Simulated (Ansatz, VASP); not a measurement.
# Two plane-wave programs on Ge

```
CELL_PARAMETERS angstrom
4.11600 0.00000 0.00000
-2.05800 3.56456 0.00000
0.00000 0.00000 28.00000
ATOMIC_POSITIONS crystal
Ge 0.33333 0.66667 0.50779
Ge 0.66667 0.33333 0.49221
```

Alike in both runs: task single point; functional PBE; k mesh 12 × 12 × 1; occupations gaussian, width 0.1 eV; no spin polarisation.

```csv
,VASP,Ansatz
version,VASP 6.6.1,Ansatz 0.2.0
potentials or method,"VASP PAW PBE potentials, release 64 (Ge_d), cutoff 520 eV","scalar-relativistic, plane waves, PAW"
valence electrons in the cell,28,28
```

|  | VASP | Ansatz | Ansatz less VASP |
| --- | --- | --- | --- |
| gap on the k mesh at the Fermi level (eV) | none | none | - |
| rms of the force components (eV/Å) | 0.299 | 0.299 | +0.0005 |
| work function, face that differs most (eV) | 4.47 | 4.47 | 0.000 |

Atom by atom the forces differ by 0.001 eV/Å (rms over components). A gap of «none» marks a metal or a gap that the smearing closes.
